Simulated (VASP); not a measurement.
Input of a VASP 6.6.1 run:

POSCAR

```
Al3N
1.0
    2.8227735241      0.0000000000      0.0000000000
    0.0000000000      2.8227735241      0.0000000000
    0.0000000000      0.0000000000     19.6006973085
Al N
3 1
Selective dynamics
Direct
    0.5000000000      0.5000000000      0.2040743723  F F F
    0.0000000000      0.0000000000      0.3086652017  F F F
    0.5000000000      0.5000000000      0.4132861796  F F F
    0.8333333333      0.8333333333      0.4736931140  F F T
```

Contents of INCAR.step1:

```
ALGO     = Normal         # electronic algorithm
DIPOL    = 0.5 0.5 0.350
EDIFF    = 1E-4           # SCF threshold, eV
ENCUT    = 520            # plane-wave cutoff, eV
GGA      = PE             # functional
IDIPOL   = 3            
ISMEAR   = 0              # smearing method
LASPH    = T              # aspherical terms in the spheres
LCHARG   = F              # write CHGCAR
LDIPOL   = T            
LREAL    = F              # projectors in reciprocal space
LWAVE    = T              # write WAVECAR
NELM     = 60             # most SCF steps
PREC     = Accurate       # precision mode
SIGMA    = 0.1            # smearing width, eV
```

The input INCAR.step2:

```
ALGO     = Normal         # electronic algorithm
DIPOL    = 0.5 0.5 0.350
EDIFF    = 1E-7           # SCF threshold, eV
EDIFFG   = -0.025         # ionic threshold
ENCUT    = 520            # plane-wave cutoff, eV
IBRION   = 2              # ionic algorithm
IDIPOL   = 3            
ISIF     = 2              # what is computed and relaxed
ISMEAR   = 0              # smearing method
ISTART   = 1            
LASPH    = T              # aspherical terms in the spheres
LCHARG   = F              # write CHGCAR
LDIPOL   = T            
LMIXTAU  = T            
LREAL    = F              # projectors in reciprocal space
LWAVE    = F              # write WAVECAR
METAGGA  = R2SCAN         # meta-GGA
NELM     = 60             # most SCF steps
NSW      = 36             # ionic steps
PREC     = Accurate       # precision mode
SIGMA    = 0.1            # smearing width, eV
```

The input KPOINTS:

```
k-points
0
Gamma
  9 9 1
```

Potentials or basis: VASP PAW PBE potentials, release 64 (Al, N).

The run is started by

```sh
$ cat potpaw_PBE.64/Al/POTCAR potpaw_PBE.64/N/POTCAR > POTCAR
$ cp INCAR.step1 INCAR
$ mpirun -np 1 vasp_std > vasp.out
$ cp INCAR.step2 INCAR
$ mpirun -np 1 vasp_std > vasp.out
```

Question: Estimate the energy gained by relaxing.

Answer: 50.0 meV/atom.

Question: Estimate the band gap on the k mesh.

Answer: Zero (bands 7 and 8 overlap by 0.34 eV).

Step by step:
```tsv
step	energy change (eV)	largest force on free atoms (eV/Å)	pressure (GPa)
1	0.0000	1.7423	-2.32
2	-0.1185	1.0748	-1.47
3	-0.1990	0.1141	0.17
4	-0.1998	0.0075	0.38
```

Caveat: the PAW data sets were made with another functional, which shifts forces and pressure a little.
